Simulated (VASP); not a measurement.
Input of a VASP 6.6.1 run:

The input INCAR:

```
PREC = Accurate
ENCUT = 520
EDIFF = 1E-6
ISMEAR = -1
SIGMA = 0.05
LREAL = False
LASPH = True
NELM = 60
ALGO = Normal
ISIF = 2
LWAVE = False
LCHARG = True
GGA = PE
LELF = True
LVHAR = True
NBANDS = 18
```

Contents of KPOINTS:

```
Automatic mesh
0
Gamma
  7 7 5
```

The input POSCAR:

```
PtS2
1.0
    3.4953130487      0.0000000000      0.0000000000
   -1.7476565244      3.0270298944      0.0000000000
    0.0000000000      0.0000000000      4.9706997601
Pt S
1 2
Direct
    0.0000000000      0.0000000000      0.0000000000
    0.6666666667      0.3333333333      0.7730000000
    0.3333333333      0.6666666667      0.2270000000
```

Potentials or basis: VASP PAW PBE potentials, release 64 (Pt, S).

Launch:

```sh
$ cat potpaw_PBE.64/Pt/POTCAR potpaw_PBE.64/S/POTCAR > POTCAR
$ mpirun -np 1 vasp_std > vasp.out
```

Question: What does it give for the pressure?

Answer: 19.0 GPa.

Question: Estimate the band gap on the k mesh.

Answer: 0.93 eV, indirect (least direct gap 1.22 eV).

Stress tensor (GPa, compression positive):
```
20.61  0.00  0.00
 0.00 20.61  0.00
 0.00  0.00 15.64
```

Caveat: spin-orbit coupling is left out, which moves the levels of the heavy elements; forces of over 1 eV/Å act on the atoms, so gaps and moduli don't describe the material at rest. A hybrid or GW would open this gap; PBE tends to underestimate it.
